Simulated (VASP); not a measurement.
Write the native input for VASP 6.6.1 that does the following.

| Quantity | Value |
| --- | --- |
| Task | single point |
| Functional | LDA |
| Potentials or basis | VASP PAW LDA potentials, release 64 (Zn) |
| Cutoff | 500 eV |
| k mesh | 8 × 8 × 8 |
| Occupations | gaussian, width 0.1 eV |
| Spin | no spin polarisation |
| Dipole correction | no |
| Further INCAR settings | ALGO = Normal; EDIFF = 1e-06; NBANDS = 12 |

The structure of Zn lies in POSCAR:

```
Zn
1.0
   -1.4986229057      1.4986229057      1.4986229057
    1.4986229057     -1.4986229057      1.4986229057
    1.4986229057      1.4986229057     -1.4986229057
Zn
1
Direct
    0.0000000000      0.0000000000      0.0000000000
```

One way to write it, as run:

INCAR

```
SYSTEM = Zn
PREC = Accurate
ENCUT = 500
EDIFF = 1E-6
ISMEAR = 0
SIGMA = 0.1
LREAL = .False.
LASPH = .True.
NELM = 120
ALGO = Normal
ISIF = 2
LWAVE = .False.
LCHARG = .True.
GGA = CA
LELF = .True.
LVHAR = .True.
NBANDS = 12
GGA_COMPAT = .False.
```

KPOINTS

```
regular mesh
0
Gamma
  8 8 8
  0 0 0
```

Potentials or basis: VASP PAW LDA potentials, release 64 (Zn).

The run is started by

```bash
$ cat potpaw_LDA.64/Zn/POTCAR > POTCAR
$ mpirun -np 1 vasp_std > vasp.out
```

It gave:

The pressure is 0.8 GPa. The band gap on the k mesh is zero (band 6 reaches 8.29 eV, above the bottom of band 7 at 3.14 eV).

Caveat: the k points lie up to 0.37 Å⁻¹ apart.

Wall time 2.4 s on 1 thread of Intel(R) Xeon(R) 6975P-C (Granite Rapids) (shared host), peak memory 0.11 GiB.
